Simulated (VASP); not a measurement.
Input of a VASP 6.6.1 run:

The input INCAR:

```
ALGO = Normal
DIPOL = 0.5 0.5 0.499
EDIFF = 1E-6
ENCUT = 520
GGA = PE
IDIPOL = 3
ISIF = 2
ISMEAR = 0
LASPH = True
LCHARG = False
LDIPOL = True
LREAL = False
LWAVE = False
NBANDS = 26
NELM = 60
PREC = Accurate
SIGMA = 0.05
```

The input KPOINTS:

```
k-points
0
Gamma
  9 6 1
```

File POSCAR:

```
SiC
1.0
    3.0967389835      0.0000000000      0.0000000000
    0.0000000000      4.3794502696      0.0000000000
    0.0000000000      0.0000000000     18.6451084753
Si C
4 4
Direct
    0.5000000000      0.5000000000      0.3754335894
    0.0000000000      0.0000000000      0.4584778631
    0.5000000000      0.4971400005      0.5447631746
    0.0000000000     -0.0501096345      0.6110684896
    0.0000000000      0.2500000000      0.3754335894
    0.5000000000      0.7500000000      0.4584778631
    0.0000000000      0.2559423838      0.5433315258
    0.5000000000      0.7547379375      0.6239280836
```

Potentials or basis: VASP PAW PBE potentials, release 64 (Si, C).

Command:

```bash
$ cat potpaw_PBE.64/Si/POTCAR potpaw_PBE.64/C/POTCAR > POTCAR
$ mpirun -np 1 vasp_std > vasp.out
```

(1) Predict the band gap on the k mesh.

(2) Estimate the largest force.

Answers

(1) 0.18 eV (least direct gap 0.50 eV).

(2) 3.358 eV/Å.
